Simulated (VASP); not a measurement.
**VH2: single point with PBEsol**

Crystal: VH2.

```
CELL_PARAMETERS angstrom
0.00000 2.08225 2.08225
2.08225 0.00000 2.08225
2.08225 2.08225 0.00000
ATOMIC_POSITIONS crystal
V 0.00000 0.00000 0.00000
H 0.25000 0.25000 0.25000
H 0.75000 0.75000 0.75000
```

| Quantity | Value |
| --- | --- |
| Program | VASP 6.6.1 |
| Task | single point |
| Functional | PBEsol |
| Potentials or basis | VASP PAW PBE potentials, release 64 (V_sv, H) |
| Cutoff | 520 eV |
| k mesh | 13 × 13 × 13 |
| Occupations | fermi-dirac, width 0.05 eV |
| Spin | collinear spin, ferromagnetic start |
| Starting moments | [1.5, 0.0, 0.0] μB |
| Dipole correction | no |
| Further INCAR settings | ALGO = Normal; EDIFF = 1e-07; NBANDS = 18 |

```yaml
Pressure: 0.1 GPa
Net_moment: 0.00 μB per cell
Valence_electrons_inside_the_program's_atomic_spheres: V 11.71; H 0.61
```

Levels at points of the mesh, in eV from the Fermi level:
Spin up:
```csv
k point,band 4,band 5,band 6,band 7,band 8,band 9,band 10,band 11,band 12,band 13
"(0.00, 0.00, 0.00)",-38.03,-11.75,-1.03,-1.03,-1.03,0.83,0.83,1.36,16.47,17.73
```
Spin down:
| k point | band 5 | band 6 | band 7 | band 8 | band 9 | band 10 | band 11 | band 12 |
| --- | --- | --- | --- | --- | --- | --- | --- | --- |
| (0.00, 0.00, 0.00) | -11.75 | -1.03 | -1.03 | -1.03 | 0.83 | 0.83 | 1.36 | 16.47 |

Wall time 38 s on 1 thread of Intel(R) Xeon(R) Platinum 8488C (Sapphire Rapids) (shared host), peak memory 0.18 GiB.

Caveat: the PAW data sets were made with another functional, which shifts forces and pressure a little.
